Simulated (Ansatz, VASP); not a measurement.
Tl3HBr2: VASP beside Ansatz

```
Tl H Br
1.0
     8.04720    0.00000    0.00000
    -4.02360    6.96908    0.00000
     0.00000    0.00000    4.64341
Tl H Br
3 1 2
Direct
  0.50000 0.50000 0.50000
  0.50000 0.00000 0.50000
  0.00000 0.50000 0.50000
  0.00000 0.00000 0.00000
  0.66667 0.33333 0.00000
  0.33333 0.66667 0.00000
```

Change from the starting cell: species swapped into the ZrCo3B2 type (P6/mmm, No. 191).

Alike in both runs: functional PBE; k mesh 6 × 6 × 8; occupations gaussian, width 0.1 eV; no spin polarisation.

Ansatz relaxed the structure, and its values are those at the end. VASP's run is a single point on that final structure, the one shown.

```csv
,VASP,Ansatz
version,VASP 6.6.1,Ansatz 0.2.0
potentials or method,"VASP PAW PBE potentials, release 64 (Tl_d, H, Br), cutoff 520 eV","scalar-relativistic, plane waves, PAW"
valence electrons in the cell,54,54
```

```tsv
	VASP	Ansatz	Ansatz less VASP
gap on the k mesh at the Fermi level (eV)	none	none	-
pressure (GPa)	0.0	0.0	+0.03
```

A gap of «none» marks a metal or a gap that the smearing closes.

Spin-orbit coupling is off throughout.
